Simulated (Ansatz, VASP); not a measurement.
**BP in VASP and in Ansatz**

Contents of POSCAR:

```
BP
1.0
    0.0000000000      2.3135014941      2.3135014941
    2.3135014941      0.0000000000      2.3135014941
    2.3135014941      2.3135014941      0.0000000000
P B
1 1
Direct
    0.7500000000      0.7500000000      0.7500000000
    0.0000000000      0.0000000000      0.0000000000
```

Contents of INCAR.step1:

```
SYSTEM = BP
  PREC = Accurate
  ENCUT = 520
  EDIFF = 1E-5
  ISMEAR = -1
  SIGMA = 0.05
  LREAL = .FALSE.
  LASPH = .TRUE.
  NELM = 100
  ALGO = Normal
  ISIF = 2
  LWAVE = .TRUE.
  LCHARG = .FALSE.
  GGA = PE
  NBANDS = 11
```

The input INCAR.step2:

```
SYSTEM = BP
  PREC = Accurate
  ENCUT = 520
  EDIFF = 1E-6
  ISMEAR = -1
  SIGMA = 0.05
  LREAL = .FALSE.
  LASPH = .TRUE.
  NELM = 100
  ALGO = Normal
  ISIF = 2
  LWAVE = .FALSE.
  LCHARG = .FALSE.
  GGA = PE
  LHFCALC = .TRUE.
  AEXX = 1.0
  ALDAC = 0.0
  AGGAC = 0.0
  PRECFOCK = Normal
  ISTART = 1
  NBANDS = 11
```

KPOINTS

```
Automatic mesh
0
G
  5 5 5
  0 0 0
```

The input input.yaml:

```yaml
crystal:
  lattice:
    - [0.0, 2.3135014941, 2.3135014941]
    - [2.3135014941, 0.0, 2.3135014941]
    - [2.3135014941, 2.3135014941, 0.0]
  atoms:
    - { symbol: P, position: [0.75, 0.75, 0.75] }
    - { symbol: B, position: [0.0, 0.0, 0.0] }
hamiltonian:
  xc: hf
  pseudopotentials: { kind: paw }
kpoints:
  mp_grid: { grid: [5, 5, 5] }
scf:
  occupations: { method: fermi_dirac, width: 0.05 }
output:
  forces: true
  stress: true
  eigenvalues: true
```

Alike in both runs: task single point; functional HF; k mesh 5 × 5 × 5; occupations fermi-dirac, width 0.05 eV; no spin polarisation.

|  | VASP | Ansatz |
| --- | --- | --- |
| version | VASP 6.6.1 | Ansatz 0.2.0 |
| potentials or method | VASP PAW PBE potentials, release 64 (P, B) | Ansatz PAW |
| plane-wave cutoff (eV) | 520 | 420 |
| valence electrons in the cell | 8 | 8 |

Ansatz gave:

* gap on the k mesh at the Fermi level (eV): 7.96
* least direct gap on the mesh (eV): 10.67
* pressure (GPa): -4.5

Task: What did VASP give for the same quantities?

Result: gap on the k mesh at the Fermi level (eV): 8.10; least direct gap on the mesh (eV): 10.82; pressure (GPa): -6.2.

VASP's potentials were made for PBE, not for HF.

The k mesh is coarse, so the values compare programs but aren't converged. Noted on Ansatz's run: odd divisions of the mesh miss points on the zone boundary, where band edges often lie, so the gap on the mesh can be too wide.
